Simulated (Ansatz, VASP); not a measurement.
Two plane-wave programs on MgScC4N4

```
CELL_PARAMETERS angstrom
6.33469 0.00000 0.00000
0.00000 6.33469 0.00000
0.00000 0.00000 6.33469
ATOMIC_POSITIONS crystal
Mg 0.00000 0.00000 0.00000
Sc 0.50000 0.50000 0.50000
C 0.19837 0.19837 0.19837
C 0.19837 0.80163 0.80163
C 0.80163 0.19837 0.80163
C 0.80163 0.80163 0.19837
N 0.30540 0.30540 0.30540
N 0.30540 0.69460 0.69460
N 0.69460 0.30540 0.69460
N 0.69460 0.69460 0.30540
```

Alike in both runs: functional PBE; k mesh 4 × 4 × 4; occupations gaussian, width 0.1 eV; collinear spin.

Ansatz relaxed the structure, and its values are those at the end. VASP's run is a single point on that final structure, the one shown.

|  | VASP | Ansatz |
| --- | --- | --- |
| version | VASP 6.6.1 | Ansatz 0.2.0 |
| potentials or method | VASP PAW PBE potentials, release 64 (Mg, Sc_sv, C, N), cutoff 520 eV | scalar-relativistic, plane waves, PAW |
| valence electrons in the cell | 49 | 57 |

|  | VASP | Ansatz | Ansatz less VASP |
| --- | --- | --- | --- |
| gap on the k mesh at the Fermi level (eV) | none | none | - |
| pressure (GPa) | 0.4 | 0.1 | -0.33 |
| rms of the force components (eV/Å) | 0.179 | 0.009 | -0.1704 |
| net moment per atom (μB) | 0.10 | 0.10 | 0.000 |
| size of the moment on the site where the two differ most (μB) | 0.51 | 0.35 | -0.151 |

Site moments also hang on the region over which each program counts them. A gap of «none» marks a metal or a gap that the smearing closes. One of these differences is far larger than is usual between the two programs; its cause wasn't traced. VASP's potentials hold 49 valence electrons a cell and Ansatz's 57, so a difference there can come from the potentials and not from the codes.

Noted on VASP's run: the standard files for N, O and F lose accuracy on very short bonds.
